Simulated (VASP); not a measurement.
# HfBe2Si2: single point with PBE

Crystal: HfBe2Si2.

```
CELL_PARAMETERS angstrom
5.00272 0.00000 0.00000
0.00000 5.00272 0.00000
0.00000 0.00000 5.08653
ATOMIC_POSITIONS crystal
Hf 0.00000 0.00000 0.50000
Be 0.50000 0.50000 0.50000
Be 0.00000 0.00000 0.00000
Si 0.00000 0.50000 0.50000
Si 0.50000 0.00000 0.50000
```

```yaml
Program: VASP 6.6.1
Task: single point
Functional: PBE
Potentials_or_basis: VASP PAW PBE potentials, release 64 (Hf_pv, Be, Si)
Cutoff: 520 eV
k_mesh: 8 × 8 × 8
Occupations: gaussian, width 0.1 eV
Spin: no spin polarisation
Dipole_correction: no
Further_INCAR_settings: ALGO = Fast; EDIFF = 1e-06; NBANDS = 19
```

```yaml
Pressure: 0.2 GPa
Band_gap_on_the_k_mesh: zero (band 11 reaches 2.44 eV, above the bottom of band 12 at 1.47 eV)
```

Stress tensor (GPa, compression positive):
```
0.20 0.00 0.00
0.00 0.20 0.00
0.00 0.00 0.13
```

Levels at points of the mesh, in eV from the Fermi level:
| k point | band 8 | band 9 | band 10 | band 11 | band 12 | band 13 | band 14 | band 15 |
| --- | --- | --- | --- | --- | --- | --- | --- | --- |
| (0.00, 0.00, 0.00) | -2.47 | -1.32 | 0.45 | 0.65 | 1.46 | 1.46 | 1.51 | 1.51 |
| (0.50, 0.00, 0.00) | -1.69 | -1.64 | -1.08 | -0.20 | -0.07 | 1.58 | 2.20 | 3.19 |
| (0.50, 0.50, 0.00) | -1.58 | -1.48 | -0.65 | -0.65 | 1.80 | 2.10 | 2.41 | 2.41 |
| (0.00, 0.00, 0.50) | -2.45 | -0.73 | 0.27 | 0.27 | 0.69 | 0.71 | 1.18 | 1.49 |
| (0.50, 0.00, 0.50) | -2.22 | -2.18 | -1.55 | -0.41 | 0.19 | 0.44 | 2.00 | 2.80 |
| (0.50, 0.50, 0.50) | -1.73 | -1.73 | -1.56 | -1.25 | -0.24 | 1.10 | 3.02 | 3.20 |

Run time: 6.6 min on 1 thread of AMD EPYC 7R43 64-Core Processor (Zen 3), on a shared host, peak memory 0.34 GiB.

Caveat: spin-orbit coupling is left out, which moves the levels of the heavy elements.
